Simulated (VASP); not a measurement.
Set up this calculation in VASP 6.6.1, as the native input.

| Property | Result |
| --- | --- |
| Task | single point |
| Functional | r2SCAN |
| Dispersion | D3(BJ) |
| Potentials or basis | VASP PAW PBE potentials, release 64 (Li_sv, Pb_d) |
| Cutoff | 520 eV |
| k mesh | 8 × 8 × 8 |
| Occupations | methfessel-paxton, width 0.15 eV |
| Spin | no spin polarisation |
| Dipole correction | no |
| Further INCAR settings | ALGO = Normal; EDIFF = 1e-06; NBANDS = 16 |

The system is LiPb.

```xyz
2
Lattice="2.4512 1.4152 2.0277 -2.4512 1.4152 2.0277 0.0000 -2.8304 2.0277" Properties=species:S:1:pos:R:3 pbc="T T T"
Li    0.0000    0.0000    3.0415
Pb    0.0000    0.0000    0.0000
```

The input as run:

POSCAR

```
LiPb
1.0
    2.4512291220      1.4152178955      2.0276997872
   -2.4512291220      1.4152178955      2.0276997872
    0.0000000000     -2.8304357909      2.0276997872
Li Pb
1 1
Direct
    0.5000000000      0.5000000000      0.5000000000
    0.0000000000      0.0000000000      0.0000000000
```

INCAR.step1

```
ALGO = Normal ; EDIFF = 1E-4
ENCUT = 520 ; GGA = PE
ISMEAR = 1 ; LASPH = True
LCHARG = False ; LREAL = False
LWAVE = True ; NBANDS = 16
NELM = 60 ; PREC = Accurate
SIGMA = 0.15
```

INCAR.step2

```
ALGO = Normal ; EDIFF = 1E-6
ENCUT = 520 ; ISIF = 2
ISMEAR = 1 ; ISTART = 1
IVDW = 12 ; LASPH = True
LCHARG = True ; LELF = True
LMIXTAU = True ; LREAL = False
LVHAR = True ; LWAVE = False
METAGGA = R2SCAN ; NBANDS = 16
NELM = 60 ; PREC = Accurate
SIGMA = 0.15 ; VDW_A1 = 0.49484001
VDW_A2 = 5.73083694 ; VDW_S6 = 1.0
VDW_S8 = 0.78981345
```

KPOINTS

```
k-points
0
Gamma
  8 8 8
```

Potentials or basis: VASP PAW PBE potentials, release 64 (Li_sv, Pb_d).

The run is started by

```console
$ cat potpaw_PBE.64/Li_sv/POTCAR potpaw_PBE.64/Pb_d/POTCAR > POTCAR
$ cp INCAR.step1 INCAR
$ mpirun -np 1 vasp_std > vasp.out
$ cp INCAR.step2 INCAR
$ mpirun -np 1 vasp_std > vasp.out
```

It gave:

- Dispersion energy per atom: -0.159 eV

Caveat: three body term missing.

Wall time 90 s on 1 thread of AMD EPYC 9R45 96-Core Processor (Zen 5) (shared host), peak memory 0.17 GiB.
